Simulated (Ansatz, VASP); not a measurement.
SnOs2 in VASP and in Ansatz

```
Sn Os
1.0
     4.39413    0.00000    0.00000
    -2.19707    3.80543    0.00000
     0.00000    0.00000    3.07418
Sn Os
1 2
Cartesian
  0.0000 0.0000 0.0000
  0.0000 2.5370 1.5371
  2.1971 1.2685 1.5371
```

Alike in both runs: functional PBE; k mesh 12 × 12 × 14; occupations gaussian, width 0.1 eV; no spin polarisation.

Ansatz relaxed the structure, and its values are those at the end. VASP's run is a single point on that final structure, the one shown.

|  | VASP | Ansatz |
| --- | --- | --- |
| version | VASP 6.6.1 | Ansatz 0.2.0 |
| potentials or method | VASP PAW PBE potentials, release 64 (Sn_d, Os), cutoff 520 eV | scalar-relativistic, plane waves, PAW |
| valence electrons in the cell | 30 | 46 |

Ansatz gave:

| Property | Result |
| --- | --- |
| gap on the k mesh at the Fermi level (eV) | none |
| pressure (GPa) | 0.0 |

Which values does VASP return?

gap on the k mesh at the Fermi level (eV): none; pressure (GPa): 0.1.

A gap of «none» marks a metal or a gap that the smearing closes. VASP's potentials hold 30 valence electrons a cell and Ansatz's 46, so a difference there can come from the potentials and not from the codes.

Spin-orbit coupling is off throughout.
